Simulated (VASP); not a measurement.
Write the native input for VASP 6.6.1 that does the following.

```yaml
Task: electric field gradients
Functional: LDA
Potentials_or_basis: VASP PAW LDA potentials, release 64 (Sc_sv)
Cutoff: 520 eV
k_mesh: 13 × 13 × 13
Occupations: fermi-dirac, width 0.08 eV
Spin: no spin polarisation
Dipole_correction: no
Further_INCAR_settings: ALGO = Normal; EDIFF = 1e-08; NBANDS = 12
```

The structure of Sc lies in POSCAR:

```
Sc
1.0
    0.0000000000      2.3268462047      2.3268462047
    2.3268462047      0.0000000000      2.3268462047
    2.3268462047      2.3268462047      0.0000000000
Sc
1
Direct
    0.0000000000      0.0000000000      0.0000000000
```

The input as run:

INCAR

```
SYSTEM = Sc
PREC     = Accurate       ! precision mode
ENCUT    = 520            ! plane-wave cutoff, eV
EDIFF    = 1E-8           ! SCF threshold, eV
ISMEAR   = -1             ! smearing method
SIGMA    = 0.08           ! smearing width, eV
LREAL    = .False.        ! projectors in reciprocal space
LASPH    = .True.         ! aspherical terms in the spheres
NELM     = 80             ! most SCF steps
ALGO     = Normal         ! electronic algorithm
ISIF     = 2              ! what is computed and relaxed
LWAVE    = .False.        ! write WAVECAR
LCHARG   = .False.        ! write CHGCAR
LEFG     = .True.       
NBANDS   = 12             ! bands
```

KPOINTS

```
regular mesh
0
Gamma
  13 13 13
  0 0 0
```

Potentials or basis: VASP PAW LDA potentials, release 64 (Sc_sv).

Command:

```console
$ cat potpaw_LDA.64/Sc_sv/POTCAR > POTCAR
$ mpirun -np 1 vasp_std > vasp.out
```

It gave:

```yaml
Pressure: -5.6 GPa
```

Caveat: without QUAD_EFG the Cq values of the log hold for a quadrupole moment of 1 mb, not for the nuclei.

It used 28 s of CPU time on 1 thread of AMD EPYC 7R13 Processor (Zen 3), with other jobs on the host.
